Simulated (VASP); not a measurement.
# C: dielectric tensor with r2SCAN

C:

```
CELL_PARAMETERS angstrom
0.00000 1.78012 1.76232
1.78012 0.00000 1.76232
1.78012 1.78012 0.00000
ATOMIC_POSITIONS crystal
C 0.00000 0.00000 0.00000
C 0.25000 0.25000 0.25000
```

This cell differs from its parent crystal: uniaxial z strain -1.0%.

| Quantity | Value |
| --- | --- |
| Program | VASP 6.6.1 |
| Task | dielectric tensor |
| Functional | r2SCAN |
| Potentials or basis | VASP PAW PBE potentials, release 64 (C) |
| Cutoff | 520 eV |
| k mesh | 10 × 10 × 10 |
| Occupations | gaussian, width 0.01 eV |
| Spin | no spin polarisation |
| Dipole correction | no |
| Further INCAR settings | ALGO = Normal; EDIFF = 1e-08 |

```json
{"Band gap on the k mesh": "4.12 eV (least direct gap 5.68 eV)", "Electronic dielectric tensor (diagonal)": "5.81, 5.81, 5.71", "Born charges (mean of the diagonal)": "C +0.00 e"}
```

Levels at points of the mesh, in eV from the valence-band top:
| k point | band 1 | band 2 | band 3 | band 4 | band 5 | band 6 | band 7 | band 8 |
| --- | --- | --- | --- | --- | --- | --- | --- | --- |
| (0.00, 0.00, 0.00) | -23.02 | -0.16 | -0.16 | 0.00 | 5.68 | 5.82 | 5.82 | 14.08 |
| (0.50, 0.00, 0.00) | -16.98 | -14.33 | -3.22 | -3.03 | 8.79 | 8.79 | 9.33 | 16.74 |
| (0.50, 0.50, 0.00) | -13.70 | -13.70 | -6.97 | -6.97 | 4.76 | 4.76 | 18.05 | 18.05 |
| (0.50, 0.00, 0.50) | -13.86 | -13.86 | -6.81 | -6.81 | 5.01 | 5.01 | 17.99 | 17.99 |

Electronic dielectric tensor:
```
5.81 0.00 0.00
0.00 5.81 0.00
0.00 0.00 5.71
```

Born effective charge tensors (e):
atom 1, C
```
0.00 0.00 0.00
0.00 0.00 0.00
0.00 0.00 0.00
```
atom 2, C
```
0.00 0.00 0.00
0.00 0.00 0.00
0.00 0.00 0.00
```

Dipole moments of the cell (e·Å, modulo the quantum): ionic 3.560, 3.560, 3.525; electronic 0.000, 0.000, 0.003

Wall time 33 min on 1 thread of Intel Xeon 8259CL (shared host), peak memory 0.29 GiB.

Caveat: the cell differs from its parent crystal (uniaxial z strain -1.0%). A k mesh can miss the band edges.
